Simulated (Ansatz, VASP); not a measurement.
# Two plane-wave programs on SiNi

Contents of INCAR:

```
SYSTEM = SiNi
ALGO     = Normal         ! electronic algorithm
EDIFF    = 1E-6           ! SCF threshold, eV
ENCUT    = 600            ! plane-wave cutoff, eV
GGA      = PE             ! functional
GGA_COMPAT= .False.      
ISIF     = 2              ! what is computed and relaxed
ISMEAR   = 1              ! smearing method
LASPH    = .True.         ! aspherical terms in the spheres
LCHARG   = .False.        ! write CHGCAR
LREAL    = Auto         
LWAVE    = .False.        ! write WAVECAR
NBANDS   = 134            ! bands
NELM     = 120            ! most SCF steps
PREC     = Accurate       ! precision mode
SIGMA    = 0.1            ! smearing width, eV
```

The input KPOINTS:

```
k-points
0
Gamma
  1 1 1
  0 0 0
```

The input POSCAR:

```
SiNi
1.0
   -5.1384089322      3.3970617458      5.5985038682
    5.1384089322     -3.3970617458      5.5985038682
    5.1384089322      3.3970617458     -5.5985038682
Si Ni
16 16
Direct
    0.1679189622      0.2033717858      0.7854528236
    0.1679189622      0.7033717858      0.2854528236
    0.6679189622      0.2033717858      0.2854528236
    0.6679189622      0.7033717858      0.7854528236
    0.3320810378      0.2966282142      0.2145471764
    0.3320810378      0.7966282142      0.7145471764
    0.8320810378      0.2966282142      0.7145471764
    0.8320810378      0.7966282142      0.2145471764
    0.3320810378      0.1175338614      0.5354528236
    0.3320810378      0.6175338614      0.0354528236
    0.8320810378      0.1175338614      0.0354528236
    0.8320810378      0.6175338614      0.5354528236
    0.1679189622      0.3824661386      0.4645471764
    0.1679189622      0.8824661386      0.9645471764
    0.6679189622      0.3824661386      0.9645471764
    0.6679189622      0.8824661386      0.4645471764
    0.4692867009      0.0984900663      0.8792033654
    0.4692867009      0.5984900663      0.3792033654
    0.9692867009      0.0984900663      0.3792033654
    0.9692867009      0.5984900663      0.8792033654
    0.0307132991      0.4015099337      0.1207966346
    0.0307132991      0.9015099337      0.6207966346
    0.5307132991      0.4015099337      0.6207966346
    0.5307132991      0.9015099337      0.1207966346
    0.0307132991      0.4099166646      0.6292033654
    0.0307132991      0.9099166646      0.1292033654
    0.5307132991      0.4099166646      0.1292033654
    0.5307132991      0.9099166646      0.6292033654
    0.4692867009      0.0900833354      0.3707966346
    0.4692867009      0.5900833354      0.8707966346
    0.9692867009      0.0900833354      0.8707966346
    0.9692867009      0.5900833354      0.3707966346
```

Input for Ansatz:

```yaml
crystal:
  lattice:
    - [-5.1384089322, 3.3970617458, 5.5985038682]
    - [5.1384089322, -3.3970617458, 5.5985038682]
    - [5.1384089322, 3.3970617458, -5.5985038682]
  atoms:
    - { symbol: Si, position: [0.1679189622, 0.2033717858, 0.7854528236] }
    - { symbol: Si, position: [0.1679189622, 0.7033717858, 0.2854528236] }
    - { symbol: Si, position: [0.6679189622, 0.2033717858, 0.2854528236] }
    - { symbol: Si, position: [0.6679189622, 0.7033717858, 0.7854528236] }
    - { symbol: Si, position: [0.3320810378, 0.2966282142, 0.2145471764] }
    - { symbol: Si, position: [0.3320810378, 0.7966282142, 0.7145471764] }
    - { symbol: Si, position: [0.8320810378, 0.2966282142, 0.7145471764] }
    - { symbol: Si, position: [0.8320810378, 0.7966282142, 0.2145471764] }
    - { symbol: Si, position: [0.3320810378, 0.1175338614, 0.5354528236] }
    - { symbol: Si, position: [0.3320810378, 0.6175338614, 0.0354528236] }
    - { symbol: Si, position: [0.8320810378, 0.1175338614, 0.0354528236] }
    - { symbol: Si, position: [0.8320810378, 0.6175338614, 0.5354528236] }
    - { symbol: Si, position: [0.1679189622, 0.3824661386, 0.4645471764] }
    - { symbol: Si, position: [0.1679189622, 0.8824661386, 0.9645471764] }
    - { symbol: Si, position: [0.6679189622, 0.3824661386, 0.9645471764] }
    - { symbol: Si, position: [0.6679189622, 0.8824661386, 0.4645471764] }
    - { symbol: Ni, position: [0.4692867009, 0.0984900663, 0.8792033654] }
    - { symbol: Ni, position: [0.4692867009, 0.5984900663, 0.3792033654] }
    - { symbol: Ni, position: [0.9692867009, 0.0984900663, 0.3792033654] }
    - { symbol: Ni, position: [0.9692867009, 0.5984900663, 0.8792033654] }
    - { symbol: Ni, position: [0.0307132991, 0.4015099337, 0.1207966346] }
    - { symbol: Ni, position: [0.0307132991, 0.9015099337, 0.6207966346] }
    - { symbol: Ni, position: [0.5307132991, 0.4015099337, 0.6207966346] }
    - { symbol: Ni, position: [0.5307132991, 0.9015099337, 0.1207966346] }
    - { symbol: Ni, position: [0.0307132991, 0.4099166646, 0.6292033654] }
    - { symbol: Ni, position: [0.0307132991, 0.9099166646, 0.1292033654] }
    - { symbol: Ni, position: [0.5307132991, 0.4099166646, 0.1292033654] }
    - { symbol: Ni, position: [0.5307132991, 0.9099166646, 0.6292033654] }
    - { symbol: Ni, position: [0.4692867009, 0.0900833354, 0.3707966346] }
    - { symbol: Ni, position: [0.4692867009, 0.5900833354, 0.8707966346] }
    - { symbol: Ni, position: [0.9692867009, 0.0900833354, 0.8707966346] }
    - { symbol: Ni, position: [0.9692867009, 0.5900833354, 0.3707966346] }
basis:
  ecutwfc: 420
  xc_grid: 2
hamiltonian:
  xc: pbe
  pseudopotentials: { kind: paw, azcp: { folder: soft_1 } }
kpoints:
  mp_grid: { grid: [1, 1, 1] }
scf:
  occupations: { method: methfessel_paxton, width: 0.1 }
  max_iter: 120
output:
  forces: true
```

Alike in both runs: task single point; functional PBE; k mesh 1 × 1 × 1; occupations methfessel-paxton of order 1, width 0.1 eV; no spin polarisation.

|  | VASP | Ansatz |
| --- | --- | --- |
| version | VASP 6.6.1 | Ansatz 0.2.0 |
| potentials or method | VASP PAW PBE potentials, release 64 (Si, Ni), cutoff 600 eV | plane-wave PAW DFT |
| valence electrons in the cell | 224 | 352 |

```csv
,VASP,Ansatz,Ansatz less VASP
rms of the force components (eV/Å),0.191,0.191,0.0000
```

Atom by atom the forces differ by 0.006 eV/Å (rms over components). VASP's potentials hold 224 valence electrons a cell and Ansatz's 352, so a difference there can come from the potentials and not from the codes.

The k mesh is coarse, so the values compare programs but aren't converged.
